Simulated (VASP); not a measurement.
# H4C in VASP: further runs, part 2 of 3

VASP 6.6.1. The steps go on from the part before.

### Step 3. Single point, PBE+D3(BJ)

File INCAR:

```
ALGO = Normal
EDIFF = 1E-6
ENCUT = 520
GGA = PE
GGA_COMPAT = F
ISIF = 2
ISMEAR = -1
IVDW = 12
LASPH = T
LCHARG = T
LELF = T
LREAL = F
LVHAR = T
LWAVE = F
NBANDS = 45
NELECT = 36.0
NELM = 120
PREC = Accurate
SIGMA = 0.02
```

File KPOINTS:

```
k-points
0
Gamma
  1 1 1
```

File POSCAR:

```
H4C
1.0
    7.2304270000      0.0000000000      0.0000000000
    0.0000000000      7.2304270000      0.0000000000
    0.0000000000      0.0000000000      7.2304270000
C H
6 24
Direct
    0.8388439576      0.4876337179      0.8293147832
    0.7594987129      0.3291230241      0.3771146573
    0.0445755140     -0.0568016246      0.6984096513
    0.3671567392      0.6267403018      0.7634127279
    0.4629878706      1.0249740437      0.2896647736
    0.4799578227      0.0329717733      0.8590778940
    0.8310989102      0.3020706799      0.7671054559
    0.7099027485      0.5590541195      0.7455714580
    1.0128862376      0.4973980098      0.8571416322
    0.7779346918      0.5984570482      0.9757376708
    0.8315276539      0.5536187558      0.3827436471
    0.8506136636      0.2997609961      0.5189596686
    0.7739100333      0.2301662129      0.2489617833
    0.6136152125      0.4564322411      0.3312667426
    0.0497480992      0.0954715399      0.7968547362
    0.0530120835     -0.1621204391      0.8522871471
    0.0633019322     -0.1334914245      0.5529134033
   -0.1079189376      0.0185189616      0.5768538981
    0.4704701396      0.5384744221      0.8181259558
    0.4976054665      0.7370242449      0.6885208854
    0.2189912159      0.5903524093      0.8163141679
    0.3077964828      0.6429910709      0.5704365731
    0.3889673459      0.8011421732      0.1569478538
    0.2958193202      1.1039043752      0.2332089101
    0.6109321068      1.0275326755      0.2945330891
    0.3646810901      0.8705018390      0.3890364981
    0.4657816198     -0.0828720074      0.9700118679
    0.5418490499      0.1292593093      0.9852391844
    0.3674886698      0.1557169445      0.7587656995
    0.4974118403     -0.0006638612      0.6789778806
```

Potentials or basis: VASP PAW PBE potentials, release 64 (C, H).

On the command line:

```
$ cat potpaw_PBE.64/C/POTCAR potpaw_PBE.64/H/POTCAR > POTCAR
$ mpirun -np 1 vasp_gam > vasp.out
```

OUTCAR:

```text
EDIFF = 1E-6
   ENCUT = 520
   GGA = PE
   ISIF = 2
   ISMEAR = -1
   IVDW = 12
   LASPH = T
   LREAL = F
   NELECT = 36.0
   NELM = 120
   PREC = Accurate
 IVDW          = 12

 ion  position               nearest neighbor table
   1  0.839  0.488  0.829-   8 1.23   9 1.28  10 1.40   7 1.42
   2  0.759  0.329  0.377-  13 1.18  12 1.24  14 1.44
   3  0.045  0.943  0.698-  17 1.20  15 1.31  16 1.35
   4  0.367  0.627  0.763-  19 1.06  21 1.17  20 1.35  22 1.46
   5  0.463  0.025  0.290-  25 1.07  24 1.40
   6  0.480  0.033  0.859-  27 1.16  28 1.23  30 1.33  29 1.41
   7  0.831  0.302  0.767-   1 1.42
   8  0.710  0.559  0.746-   1 1.23
   9  0.013  0.497  0.857-   1 1.28
  10  0.778  0.598  0.976-   1 1.40
  11  0.832  0.554  0.383-
  12  0.851  0.300  0.519-   2 1.24
  13  0.774  0.230  0.249-   2 1.18
  14  0.614  0.456  0.331-   2 1.44
  15  0.050  0.095  0.797-   3 1.31
  16  0.053  0.838  0.852-   3 1.35
  17  0.063  0.867  0.553-   3 1.20
  18  0.892  0.019  0.577-
  19  0.470  0.538  0.818-   4 1.06
[... 231 lines left out ...]
 fundamental gap:      0.0938034087
 Fermi energy:        -8.0996499389

 k-point     1 :       0.0000    0.0000    0.0000
  band No.  band energies     occupation
      1     -18.4286      2.00000
      2     -17.9036      2.00000
      3     -16.6667      2.00000
      4     -16.5491      2.00000
      5     -16.4588      2.00000
      6     -15.2396      2.00000
[... 22 lines left out ...]
     29      -0.8157      0.00000
     30      -0.5076      0.00000
 [bands above 30 left out]

------------------------ aborting loop because EDIFF is reached ----------------------------------------

 Edisp (eV)   -1.10382

 E8    (eV) :    -0.2358

  FORCE on cell =-STRESS in cart. coord.  units (eV):
  Direction    XX          YY          ZZ          XY          YZ          ZX
  --------------------------------------------------------------------------------------
  -------------------------------------------------------------------------------------
  Total     -58.35944   -51.19093   -63.33318    -0.30245    -0.67698    -0.05512
  in kB    -247.36022  -216.97605  -268.44172    -1.28197    -2.86941    -0.23361
  external pressure =     -244.26 kB  Pullay stress =        0.00 kB

 VOLUME and BASIS-vectors are now :
 -----------------------------------------------------------------------------
  energy-cutoff  :      520.00
  volume of cell :      378.00
      direct lattice vectors                 reciprocal lattice vectors
     7.230427000  0.000000000  0.000000000     0.138304418  0.000000000  0.000000000
     0.000000000  7.230427000  0.000000000     0.000000000  0.138304418  0.000000000
     0.000000000  0.000000000  7.230427000     0.000000000  0.000000000  0.138304418

 POSITION                                       TOTAL-FORCE (eV/Angst)
 -----------------------------------------------------------------------------------
      6.06520      3.52580      5.99630         0.946490     -1.410362     -0.258040
      5.49150      2.37970      2.72670         1.687012      0.726356     -0.108429
      0.32230      6.81973      5.04980        -1.644417      0.639447      1.949908
      2.65470      4.53160      5.51980        -1.198169      0.455625     -2.972953
      3.34760      0.18057      2.09440        -5.615964      0.478146     -0.493786
      3.47030      0.23840      6.21150         0.204247      0.527934      0.008017
[... 22 lines left out ...]
      2.65710      1.12590      5.48620         1.499799      0.573853      0.377447
      3.59650      7.22563      4.90930        -0.829809      0.268668      2.131186
 -----------------------------------------------------------------------------------
    total drift:                               -0.000785      0.000566     -0.000677

  FREE ENERGIE OF THE ION-ELECTRON SYSTEM (eV)
  ---------------------------------------------------
  free  energy   TOTEN  =       -54.9270037593 eV

  energy  without entropy=      -54.9032745564  energy(sigma->0) =      -54.91513916
```

OSZICAR:

```text
N       E                     dE             d eps       ncg     rms          rms(c)
DAV:   1     0.171923645313E+03    0.17192E+03   -0.13771E+04    90   0.622E+02
DAV:   2    -0.272719855710E+02   -0.19920E+03   -0.18335E+03   127   0.139E+02
DAV:   3    -0.545415861068E+02   -0.27270E+02   -0.26594E+02   124   0.476E+01
[... 13 lines left out ...]
DAV:  17    -0.538231838627E+02   -0.13338E-03   -0.10731E-03   116   0.517E-02    0.120E-01
DAV:  18    -0.538231709757E+02    0.12887E-04   -0.36010E-04   100   0.267E-02    0.207E-02
DAV:  19    -0.538231876382E+02   -0.16662E-04   -0.11313E-05   108   0.924E-03    0.453E-02
DAV:  20    -0.538231837837E+02    0.38545E-05   -0.65384E-05   100   0.536E-03    0.180E-02
DAV:  21    -0.538231834881E+02    0.29564E-06   -0.33014E-06    92   0.329E-03
   1 F= -.54927004E+02 E0= -.54915139E+02  d E =-.237292E-01
```

It took 82 s on 1 thread of AMD EPYC 7R13, shared host; peak memory 0.33 GiB.

Results:

```yaml
Free_energy: -54.9270 eV
Largest_force: 5.658 eV/Å
Dispersion_energy_per_atom: -0.037 eV
```

Forces on the atoms (eV/Å):
```
C    0.946 -1.410 -0.258
C    1.687  0.726 -0.108
C   -1.644  0.639  1.950
C   -1.198  0.456 -2.973
C   -5.616  0.478 -0.494
C    0.204  0.528  0.008
H    0.460  3.175  0.416
H    0.622 -1.659  1.524
H   -2.734 -1.256  1.538
H    1.482  0.544 -1.181
H   -1.084 -0.503 -0.253
H   -0.932  0.588 -2.636
H   -0.229  0.278  1.032
H    2.198 -0.356  0.039
H   -1.211 -1.739 -0.857
H    0.788  1.580 -1.574
H   -1.185 -0.175  0.435
H    2.375  0.073  0.118
H    1.389 -1.037  2.619
H   -1.882 -1.699 -0.438
H    1.334  0.037 -0.521
H    0.089  0.526  0.936
H   -0.765 -1.027  1.847
H    1.978  0.134  1.024
H    1.938 -0.277  0.231
H    0.732  0.390 -2.521
H    0.694 -0.784 -1.284
H   -1.106  0.929 -1.128
H    1.500  0.574  0.377
H   -0.830  0.269  2.131
```

Levels at points of the mesh, in eV from the Fermi level:
```
           k point  band 15  band 16  band 17  band 18  band 19  band 20  band 21  band 22
(0.00, 0.00, 0.00)    -0.81    -0.48    -0.37    -0.05     0.05     0.95     1.20     1.38
```

Caveat: the k points lie up to 0.87 Å⁻¹ apart; the cell carries a net charge on a neutralising background, which shifts energy and pressure; the cell is charged against a uniform background, so pressure and absolute levels hang on convention.

### Step 4. Single point, PBE+D3(BJ)

File INCAR:

```
SYSTEM = H4C
PREC = Accurate
ENCUT = 520
EDIFF = 1E-6
ISMEAR = -1
SIGMA = 0.02
LREAL = .False.
LASPH = .True.
NELM = 120
ALGO = Normal
ISIF = 2
LWAVE = .False.
LCHARG = .True.
GGA = PE
IVDW = 12
LELF = .True.
LVHAR = .True.
NBANDS = 45
NELECT = 36.0
GGA_COMPAT = .False.
```

File KPOINTS:

```
regular mesh
0
Gamma
  1 1 1
  0 0 0
```

File POSCAR:

```
H4C
1.0
    7.2304270000      0.0000000000      0.0000000000
    0.0000000000      7.2304270000      0.0000000000
    0.0000000000      0.0000000000      7.2304270000
C H
6 24
Direct
    0.8545553395      0.4727798234      0.8284158045
    0.7703002879      0.3089582399      0.3831032386
    0.0346452568     -0.0690277352      0.7082845868
    0.3737815208      0.6361311718      0.7740345072
    0.4629878706      1.0473516986      0.2875763769
    0.4700828872      0.0269278702      0.8597832465
    0.8824651711      0.3362871930      0.7139274071
    0.7064036467      0.5163457151      0.7857212306
    0.9962620465      0.4501670510      0.9308993784
    0.7973526321      0.6715094420      0.9546324166
    0.8127597443      0.6598088882      0.4106258178
    0.8714423090      0.3115030412      0.4910774979
    0.7512696000      0.1951890255      0.2502341840
    0.6341395882      0.5403830230      0.2948650197
   -0.0239266644      0.0832454294      0.8353725167
    0.1231877453     -0.1868077777      0.8692985905
    0.0055736681     -0.1595894682      0.5289452476
   -0.0846561344      0.0594432390      0.4976469578
    0.4829037068      0.5714738562      0.9064194964
    0.5092645289      0.7039556585      0.6101161107
    0.2304566521      0.5847234195      0.8028433176
    0.2906467350      0.7105804401      0.5546560390
    0.3317922994      0.6802087899      0.1821330884
    0.3106732147      1.1173199038      0.2298342823
    0.6387036340      1.0233282211      0.3144350949
    0.3506431916      0.8436154601      0.3337977135
    0.4944659562     -0.1028708263      0.9529174418
    0.4801237880      0.1676249549      0.9961099116
    0.3728687116      0.1883152959      0.7091559046
    0.4430028821     -0.0087131784      0.6665581438
```

On the command line:

```
$ cat potpaw_PBE.64/C/POTCAR potpaw_PBE.64/H/POTCAR > POTCAR
$ mpirun -np 1 vasp_gam > vasp.out
```

Run time: 65 s. Hardware: 1 thread of AMD EPYC 7R13, shared host; peak memory 0.32 GiB.

Results (log left out):

```yaml
Free_energy: -52.4885 eV
Largest_force: 5.221 eV/Å
Dispersion_energy_per_atom: -0.045 eV
```

Forces in eV/Å, atoms in the order of the input:
```
C    1.351 -1.433  0.928
C   -0.484  0.769 -5.141
C   -1.573  0.447  1.477
C    2.620 -1.372 -1.118
C   -1.302 -2.058 -0.383
C   -0.786  2.652  0.253
H   -0.412  2.192  2.207
H    0.922  0.105 -0.005
H   -1.814  0.694 -0.710
H    1.029 -1.933 -0.571
H   -0.533 -1.481 -1.047
H    1.038  0.366  1.447
H    0.355  2.362  1.752
H    1.530 -1.464  1.175
H    0.984 -2.414 -2.114
H   -1.320  1.901 -2.359
H    0.749  1.575  2.381
H    1.111 -0.722  0.914
H   -1.729  1.429 -2.103
H   -2.632 -0.954  1.816
H   -0.131  0.187 -0.549
H    1.327 -0.984  1.143
H   -0.485  0.605  1.328
H    1.730 -0.139  1.029
H   -3.324 -0.123 -0.375
H    0.883  0.839 -1.170
H    0.187  0.302 -1.245
H   -0.473 -1.344 -2.852
H    0.935 -0.907  1.144
H    0.249  0.901  2.748
```

Levels at points of the mesh, in eV from the Fermi level:
```csv
k point,band 14,band 15,band 16,band 17,band 18,band 19,band 20,band 21,band 22,band 23
"(0.00, 0.00, 0.00)",-2.33,-2.06,-1.06,-0.78,-0.50,1.06,1.37,1.74,1.81,1.99
```

Caveat: the k points lie up to 0.87 Å⁻¹ apart; the cell carries a net charge on a neutralising background, which shifts energy and pressure; the cell is charged against a uniform background, so pressure and absolute levels hang on convention.

[end of part 2 of 3]
